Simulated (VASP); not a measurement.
# CdTeSe4: single point with PBE

CdTeSe4:

```
Cd Te Se
1.0
     0.00000    4.13235    4.13235
     4.13235    0.00000    4.13235
     4.13235    4.13235    0.00000
Cd Te Se
1 1 4
Direct
  0.00000 0.00000 0.00000
  0.25000 0.25000 0.25000
  0.62735 0.62735 0.11795
  0.62735 0.11795 0.62735
  0.11795 0.62735 0.62735
  0.62735 0.62735 0.62735
```

```json
{
 "Program": "VASP 6.6.1",
 "Task": "single point",
 "Functional": "PBE",
 "Potentials or basis": "VASP PAW PBE potentials, release 64 (Cd, Te, Se)",
 "Cutoff": "520 eV",
 "k mesh": "8 × 8 × 8",
 "Occupations": "gaussian, width 0.1 eV",
 "Spin": "no spin polarisation"
}
```

| Quantity | Value |
| --- | --- |
| Pressure | 0.0 GPa |
| Band gap on the k mesh | zero (band 21 reaches 5.99 eV, above the bottom of band 22 at 4.87 eV) |

Levels at points of the mesh, in eV from the Fermi level:
```csv
k point,band 17,band 18,band 19,band 20,band 21,band 22,band 23,band 24,band 25,band 26
"(0.00, 0.00, 0.00)",-1.70,-1.70,-1.70,-1.61,1.04,1.04,1.04,1.99,1.99,1.99
"(0.50, 0.00, 0.00)",-2.42,-2.07,-2.07,-1.17,0.21,0.24,0.24,1.10,2.11,2.11
"(0.50, 0.50, 0.00)",-2.17,-2.17,-2.13,-1.62,-0.39,0.21,0.21,0.58,1.86,1.86
```

Run time: 5.6 min on 1 thread of Intel Xeon 8259CL (shared host), peak memory 0.39 GiB.

Caveat: spin-orbit coupling is left out, which moves the levels of the heavy elements.
